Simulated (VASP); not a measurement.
Set up this calculation in VASP 6.6.1, as the native input.

| Quantity | Value |
| --- | --- |
| Task | electric field gradients |
| Functional | PBE |
| Potentials or basis | VASP PAW PBE potentials, release 64 (Nb_sv) |
| Cutoff | 520 eV |
| k mesh | 15 × 15 × 15 |
| Occupations | fermi-dirac, width 0.03 eV |
| Spin | no spin polarisation |
| Dipole correction | no |
| Further INCAR settings | ALGO = Normal; EDIFF = 1e-08; NBANDS = 12 |

The structure of Nb lies in POSCAR:

```
Nb
1.0
   -1.6777022765      1.6777022765      1.6777022765
    1.6777022765     -1.6777022765      1.6777022765
    1.6777022765      1.6777022765     -1.6777022765
Nb
1
Direct
    0.0000000000      0.0000000000      0.0000000000
```

This cell differs from its parent crystal: volume scaled by 1.025.

One way to write it, as run:

INCAR

```
  PREC = Accurate
  ENCUT = 520
  EDIFF = 1E-8
  ISMEAR = -1
  SIGMA = 0.03
  LREAL = False
  LASPH = True
  NELM = 100
  ALGO = Normal
  ISIF = 2
  LWAVE = False
  LCHARG = False
  GGA = PE
  LEFG = True
  NBANDS = 12
```

KPOINTS

```
regular mesh
0
Gamma
  15 15 15
```

Potentials or basis: VASP PAW PBE potentials, release 64 (Nb_sv).

Run with:

```sh
$ cat potpaw_PBE.64/Nb_sv/POTCAR > POTCAR
$ mpirun -np 1 vasp_std > vasp.out
```

It gave:

| Property | Result |
| --- | --- |
| Pressure | -6.6 GPa |

Caveat: without QUAD_EFG the Cq values of the log hold for a quadrupole moment of 1 mb, not for the nuclei.

It took 26 s on 1 thread of Intel(R) Xeon(R) Platinum 8259CL CPU @ 2.50GHz (Skylake/Cascade Lake), on a shared host, peak memory 0.15 GiB.
